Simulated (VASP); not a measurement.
Here is a VASP 6.6.1 calculation.

The input INCAR:

```
  PREC = Accurate
  ENCUT = 600
  EDIFF = 1E-6
  ISMEAR = 0
  SIGMA = 0.1
  LREAL = False
  LASPH = True
  NELM = 100
  ALGO = Normal
  ISIF = 3
  LWAVE = False
  LCHARG = False
  GGA = PE
  IBRION = 2
  NSW = 90
  EDIFFG = -0.04
```

File KPOINTS:

```
Automatic mesh
0
Gamma
  4 4 4
```

File POSCAR:

```
MgO
1.0
    4.1757874696      0.0000000000      0.0000000000
    0.0000000000      4.1757874696      0.0000000000
    0.0000000000      0.0000000000      4.1757874696
Mg O
4 4
Direct
    0.8440000000      0.8440000000      0.8440000000
    0.6560000000      0.1560000000      0.3440000000
    0.3440000000      0.6560000000      0.1560000000
    0.1560000000      0.3440000000      0.6560000000
    0.1500000000      0.1500000000      0.1500000000
    0.3500000000      0.8500000000      0.6500000000
    0.6500000000      0.3500000000      0.8500000000
    0.8500000000      0.6500000000      0.3500000000
```

Potentials or basis: VASP PAW PBE potentials, release 64 (Mg, O).

The run is started by

```console
$ cat potpaw_PBE.64/Mg/POTCAR potpaw_PBE.64/O/POTCAR > POTCAR
$ mpirun -np 1 vasp_std > vasp.out
```

Q: Estimate the band gap on the k mesh.

A: 4.49 eV, direct.

Q: What does it give for the relaxed cell?

A: a = 4.247 Å, b = 4.247 Å, c = 4.247 Å, α = 90.00°, β = 90.00°, γ = 90.00°.

Q: What does it give for the relaxed volume?

A: 9.57 Å³/atom.

Step by step:
```
step  energy change (eV)  largest force (eV/Å)  pressure (GPa)  volume (Å³)
   1              0.0000                2.0218           10.94        72.81
   2             -1.2472                2.1791           -2.93        79.56
   3             -2.6412                2.1902          -18.46        94.92
   4             -3.3416                2.1037          -18.57        94.93
   5             -5.2135                1.5349          -18.47        94.97
   6             -6.9116                0.5809          -15.73        95.04
   7             -7.6063                1.0125           -9.10        87.06
   8             -7.9238                1.4836            0.97        79.46
   9             -7.9301                1.5809            3.52        77.99
  10             -8.3318                1.1875            4.83        75.41
  11             -8.4934                0.4677            9.82        72.28
  12             -8.4997                0.6193            8.60        72.83
  13             -8.6406                0.3140           -0.40        76.74
  14             -8.6415                0.2923           -1.08        77.09
  15             -8.6577                0.1978           -0.63        76.85
  16             -8.6727                0.0926            0.46        76.31
  17             -8.6743                0.0362           -0.21        76.60
```

A hybrid or GW would open this gap; PBE tends to underestimate it.
